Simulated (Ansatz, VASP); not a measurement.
# LiTlSe2 in VASP and in Ansatz

```
Li Se Tl
1.0
     4.26392    0.00000    0.00000
     0.00000    4.26392    0.00000
     0.00000    0.00000    5.98025
Li Se Tl
1 2 1
Direct
  0.00000 0.00000 0.00000
  0.00000 0.50000 0.22921
  0.50000 0.00000 0.77079
  0.50000 0.50000 0.50000
```

Alike in both runs: task single point; functional PBE0; k mesh 4 × 4 × 4; no spin polarisation.

|  | VASP | Ansatz |
| --- | --- | --- |
| version | VASP 6.6.1 | Ansatz 0.2.0 |
| potentials or method | VASP PAW PBE potentials, release 64 (Li_sv, Se, Tl_d) | plane waves, PAW |
| plane-wave cutoff (eV) | 650 | 420 |
| occupations | gaussian, width 0.01 eV | fixed |
| valence electrons in the cell | 28 | 48 |

Ansatz gave:

| Property | Result |
| --- | --- |
| gap on the k mesh at the Fermi level (eV) | 1.79 |
| pressure (GPa) | -0.4 |
| rms of the force components (eV/Å) | 0.057 |

Task: Estimate VASP's values.

Result: gap on the k mesh at the Fermi level (eV): 1.82; pressure (GPa): -0.6; rms of the force components (eV/Å): 0.057.

VASP's potentials hold 28 valence electrons a cell and Ansatz's 48, so a difference there can come from the potentials and not from the codes. Ansatz's warnings: stress exchange threshold loose, stress scf threshold loose.

Neither program's run includes spin-orbit coupling.
